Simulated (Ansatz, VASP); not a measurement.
# WSe2: VASP beside Ansatz

```
CELL_PARAMETERS angstrom
3.23838 0.00000 0.00000
-1.61919 2.80452 0.00000
0.00000 0.00000 13.09143
ATOMIC_POSITIONS crystal
W 0.66667 0.33333 0.75000
W 0.33333 0.66667 0.25000
Se 0.33333 0.66667 0.87878
Se 0.66667 0.33333 0.37878
Se 0.33333 0.66667 0.62122
Se 0.66667 0.33333 0.12122
```

Change from the starting cell: equal strain along all axes, cell held, atoms relaxed: -1.0 %.

Alike in both runs: functional PBEsol; k mesh 12 × 12 × 2; occupations gaussian, width 0.02 eV; no spin polarisation.

Ansatz relaxed the structure, and its values are those at the end. VASP's run is a single point on that final structure, the one shown.

|  | VASP | Ansatz |
| --- | --- | --- |
| version | VASP 6.6.1 | Ansatz 0.2.0 |
| potentials or method | VASP PAW PBE potentials, release 64 (W_sv, Se), cutoff 520 eV | scalar-relativistic, plane waves, PAW |
| valence electrons in the cell | 52 | 92 |

|  | VASP | Ansatz | Ansatz less VASP |
| --- | --- | --- | --- |
| gap on the k mesh at the Fermi level (eV) | 1.00 | 1.00 | +0.005 |
| least direct gap on the mesh (eV) | 1.72 | 1.72 | +0.003 |
| pressure (GPa) | 2.3 | 1.8 | -0.45 |
| rms of the force components (eV/Å) | 0.030 | 0.000 | -0.0298 |

VASP's potentials were made for PBE, not for PBEsol. VASP's potentials hold 52 valence electrons a cell and Ansatz's 92, so a difference there can come from the potentials and not from the codes. Ansatz's warnings: stress scf threshold loose.

Spin-orbit coupling is off throughout.
